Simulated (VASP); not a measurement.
# Au (I4/mmm) in VASP: notebook, part 2 of 2

VASP 6.6.1. The steps go on from the part before.

## 3. Single point, PBE (strain -0.040 along x and y, -0.080 along z)

File INCAR:

```
ALGO     = Normal         # electronic algorithm
EDIFF    = 1E-7           # SCF threshold, eV
ENCUT    = 520            # plane-wave cutoff, eV
GGA      = PE             # functional
ISIF     = 2              # what is computed and relaxed
ISMEAR   = 0              # smearing method
LASPH    = True           # aspherical terms in the spheres
LCHARG   = True           # write CHGCAR
LELF     = True           # ELF
LREAL    = False          # projectors in reciprocal space
LVHAR    = True         
LWAVE    = False          # write WAVECAR
NBANDS   = 12             # bands
NELM     = 80             # most SCF steps
PREC     = Accurate       # precision mode
SIGMA    = 0.15           # smearing width, eV
```

File KPOINTS:

```
k-points
0
Gamma
  20 20 20
```

File POSCAR:

```
Au
1.0
    0.0000000000      1.9636800000      1.8818600000
    1.9636800000      0.0000000000      1.8818600000
    1.9636800000      1.9636800000      0.0000000000
Au
1
Direct
    0.0000000000      0.0000000000      0.0000000000
```

Potentials or basis: VASP PAW PBE potentials, release 64 (Au).

Command:

```
cat potpaw_PBE.64/Au/POTCAR > POTCAR
mpirun -np 1 vasp_std > vasp.out
```

OUTCAR:

```text
EDIFF = 1E-7
   ENCUT = 520
   GGA = PE
   ISIF = 2
   ISMEAR = 0
   LASPH = True
   LREAL = False
   NELM = 80
   PREC = Accurate

 ion  position               nearest neighbor table
   1  0.000  0.000  0.000-

  LATTYP: Found a body centered tetragonal cell.
 ALAT       =     2.7770628882
 C/A-ratio  =     1.3552879973

  Lattice vectors:

 A1 = (   0.0000000000,  -1.9636800000,  -1.8818600000)
 A2 = (   0.0000000000,   1.9636800000,  -1.8818600000)
 A3 = (   1.9636800000,   0.0000000000,   1.8818600000)

Analysis of symmetry for initial positions (statically):
=====================================================================
 Subroutine PRICEL returns:
 Original cell was already a primitive cell.

 Routine SETGRP: Setting up the symmetry group for a
 body centered tetragonal supercell.

 Subroutine GETGRP returns: Found 16 space group operations
 (whereof 16 operations were pure point group operations)
 out of a pool of 16 trial point group operations.

The static configuration has the point symmetry D_4h.

Analysis of symmetry for dynamics (positions and initial velocities):
=====================================================================
 Subroutine PRICEL returns:
 Original cell was already a primitive cell.

 Routine SETGRP: Setting up the symmetry group for a
 body centered tetragonal supercell.

 Subroutine GETGRP returns: Found 16 space group operations
 (whereof 16 operations were pure point group operations)
 out of a pool of 16 trial point group operations.

The dynamic configuration has the point symmetry D_4h.

 Subroutine INISYM returns: Found 16 space group operations
 (whereof 16 operations are pure point group operations),
 and found     1 'primitive' translations

----------------------------------------------------------------------------------------

                                     Primitive cell

  volume of cell :      14.5131

  direct lattice vectors                    reciprocal lattice vectors
     0.000000000  1.963680000  1.881860000    -0.254623971  0.254623971  0.265694579
     1.963680000  0.000000000  1.881860000     0.254623971 -0.254623971  0.265694579
     1.963680000  1.963680000  0.000000000     0.254623971  0.254623971 -0.265694579

  length of vectors
     2.719822825  2.719822825  2.777062888     0.447504573  0.447504573  0.447504573

  position of ions in fractional coordinates (direct lattice)
     0.000000000  0.000000000  0.000000000

  ion indices of the primitive-cell ions
   primitive index   ion index
                 1           1

----------------------------------------------------------------------------------------

 KPOINTS: k-points

Automatic generation of k-mesh.
 Grid dimensions read from file:
 generate k-points for:   20   20   20

 Generating k-lattice:

  Cartesian coordinates                     Fractional coordinates (reciprocal lattice)
    -0.012731199  0.012731199  0.013284729     0.050000000  0.000000000  0.000000000
     0.012731199 -0.012731199  0.013284729     0.000000000  0.050000000  0.000000000
     0.012731199  0.012731199 -0.013284729    -0.000000000 -0.000000000  0.050000000

  Length of vectors
     0.022375229  0.022375229  0.022375229

  Shift w.r.t. Gamma in fractional coordinates (k-lattice)
     0.000000000  0.000000000  0.000000000

 Subroutine IBZKPT returns following result:
 ===========================================

 Found    641 irreducible k-points:

 Following reciprocal coordinates:
            Coordinates               Weight
  0.000000  0.000000  0.000000      1.000000
  0.050000 -0.000000  0.000000      8.000000
  0.100000  0.000000  0.000000      8.000000
  0.150000 -0.000000  0.000000      8.000000
  0.200000  0.000000  0.000000      8.000000
  0.250000  0.000000  0.000000      8.000000
[... 16 lines left out ...]
 -0.400000  0.050000  0.000000      8.000000
 -0.350000  0.050000  0.000000      8.000000
 [... further k-points ...]
   k-points           NKPTS =    641   k-points in BZ     NKDIM =    641   number of bands    NBANDS=     12
   number of dos      NEDOS =    301   number of ions     NIONS =      1
   total plane-waves  NPLWV =   9600
   dimension x,y,z NGX =    20 NGY =   20 NGZ =   24
   dimension x,y,z NGXF=    40 NGYF=   40 NGZF=   48
   ions per type =               1
   NGX,Y,Z   is equivalent  to a cutoff of  12.22, 12.22, 14.37 a.u.
   NGXF,Y,Z  is equivalent  to a cutoff of  24.45, 24.45, 28.73 a.u.
 SYSTEM =  unknown system
   PREC   = accura    normal or accurate (medium, high low for compatibility)
   ISTART =      0    job   : 0-new  1-cont  2-samecut
   ICHARG =      2    charge: 1-file 2-atom 10-const
   ISPIN  =      1    spin polarized calculation?
   LNONCOLLINEAR =      F non collinear calculations
   LSORBIT =      F    spin-orbit coupling
   LASPH  =      T    aspherical Exc in radial PAW
   ENCUT  =  520.0 eV  38.22 Ry    6.18 a.u.   5.06  5.06  5.16*2*pi/ulx,y,z
   NELM   =     80;   NELMIN=  2; NELMDL= -5     # of ELM steps
   EDIFF  = 0.1E-06   stopping-criterion for ELM
   LREAL  =      F    real-space projection
   EDIFFG = 0.1E-05   stopping-criterion for IOM
   NSW    =      0    number of steps for IOM
   IBRION =     -1    ionic relax: 0-MD 1-quasi-New 2-CG
   NFREE  =      0    steps in history (QN), initial steepest desc. (CG)
   ISIF   =      2    stress and relaxation
   ISYM   =      2    0-nonsym 1-usesym 2-fastsym
   POTIM  = 0.5000    time-step for ionic-motion
   TEBEG  =    0.0;   TEEND  =   0.0 temperature during run
   PSTRESS=    0.0 pullay stress
   NELECT =      11.0000    total number of electrons
   NUPDOWN=      -1.0000    fix difference up-down
   EMIN   =  10.00;   EMAX   =-10.00  energy-range for DOS
   EFERMI =   0.00;   METHOD = LEGACY
   ISMEAR =     0;   SIGMA  =   0.15  broadening in eV -4-tet -1-fermi 0-gaus
   EFERMI_NEDOS =   21; number of points for ismear=-14 and -15
   IALGO  =     38    algorithm
   IMIX   =      4    mixing-type and parameters
     AMIX     =   0.40;   BMIX     =  1.00
     AMIX_MAG =   1.60;   BMIX_MAG =  1.00
  volume/ion in A,a.u.               =      14.51        97.94
  Fermi-wavevector in a.u.,A,eV,Ry     =   1.492632  2.820666 30.313113  2.227951
  Thomas-Fermi vector in A             =   2.605135
   LORBIT       =      0    0 simple, 1 ext, 2 COOP (PROOUT), +10 PAW based schemes
   GGA     = PE    functional components
   LHFCALC =     F    Hartree Fock is set to
   AEXX    =    0.0000 exact exchange contribution
   IVDW    =     0    specifies the selected vdW correction
   LEPSILON=     F    determine dielectric tensor
   LRPA    =     F    only Hartree local field effects (RPA)
 non-spin polarized calculation
 Gauss-broadening in eV      SIGMA  =   0.15
  energy-cutoff  :      520.00
  volume of cell :       14.51
 maximum number of plane-waves:       404
   NGX = 11   NGY = 11   NGZ = 11

 number of electron      11.0000000 magnetization

 Free energy of the ion-electron system (eV)
  ---------------------------------------------------
  ext. energy  EPLUGINS =         0.00000000
  ---------------------------------------------------
  free energy    TOTEN  =        -2.75163328 eV

  energy without entropy =       -2.74843976  energy(sigma->0) =       -2.75003652

 E-fermi :  12.5094     XC(G=0): -13.6997

 val. band max:       12.5076111655   @ k =  -0.2500   0.1000   0.2500
 cond. band min:      12.5239438509   @ k =  -0.2000   0.1000   0.3000
 fundamental gap:      0.0163326854
 Fermi energy:        12.5094499871

 k-point     1 :       0.0000    0.0000    0.0000
  band No.  band energies     occupation
      1       0.7195      2.00000
      2       6.5957      2.00000
      3       6.5957      2.00000
      4       7.0562      2.00000
      5       8.4713      2.00000
      6       8.9958      2.00000
      7      26.5900      0.00000
      8      31.1400      0.00000
      9      31.1400      0.00000
     10      32.2443      0.00000
     11      37.0068      0.00000
     12      42.9495      0.00000
[... 331 lines left out ...]
 k-point    24 :      -0.3500    0.0500    0.0000
  band No.  band energies     occupation
      1       3.5209      2.00000
      2       6.6711      2.00000
      3       7.0254      2.00000
      4       7.9697      2.00000
      5       9.6143      2.00000
      6      10.1518      2.00000
      7      20.1313      0.00000
      8      26.9222      0.00000
      9      31.4966      0.00000
     10      32.4355      0.00000
     11      37.3832      0.00000
     12      38.1060      0.00000

 [... further k-points ...]

------------------------ aborting loop because EDIFF is reached ----------------------------------------

  FORCE on cell =-STRESS in cart. coord.  units (eV):
  Direction    XX          YY          ZZ          XY          YZ          ZX
  --------------------------------------------------------------------------------------
  -------------------------------------------------------------------------------------
  Total        4.9346037      4.9346037      5.1167032      0.0000000      0.0000000     -0.0000000
  in kB      544.7586361    544.7586361    564.8616177      0.0000000      0.0000000     -0.0000000
  external PRESSURE =     551.4596300 kB  Pullay stress =       0.0000000 kB

 VOLUME and BASIS-vectors are now :
 -----------------------------------------------------------------------------
  energy-cutoff  :      520.00
  volume of cell :       14.51
      direct lattice vectors                 reciprocal lattice vectors
     0.000000000  1.963680000  1.881860000    -0.254623971  0.254623971  0.265694579
     1.963680000  0.000000000  1.881860000     0.254623971 -0.254623971  0.265694579
     1.963680000  1.963680000  0.000000000     0.254623971  0.254623971 -0.265694579

 POSITION                                       TOTAL-FORCE (eV/Angst)
 -----------------------------------------------------------------------------------
      0.00000      0.00000      0.00000         0.000000      0.000000     -0.000000
 -----------------------------------------------------------------------------------
    total drift:                                0.000000     -0.000000      0.000000

  FREE ENERGIE OF THE ION-ELECTRON SYSTEM (eV)
  ---------------------------------------------------
  free  energy   TOTEN  =        -2.7516332807 eV

  energy  without entropy=       -2.7484397566  energy(sigma->0) =       -2.75003652
```

Run time: 78 s. Hardware: 1 thread of Intel Xeon Platinum 8488C (Sapphire Rapids), shared host; peak memory 0.22 GiB.

Results:

```
Free energy            : -2.7516 eV
Pressure               : 55.1 GPa
Band gap on the k mesh : zero (an odd number of electrons rules out a gap without spin polarisation)
```

Stress tensor (GPa, compression positive):
```
54.48  0.00  0.00
 0.00 54.48  0.00
 0.00  0.00 56.49
```

Caveat: the cell differs from its parent crystal (strain -0.040 along x and y, -0.080 along z); the cell stands under pressure; spin-orbit coupling is left out, which moves the levels of the heavy elements.
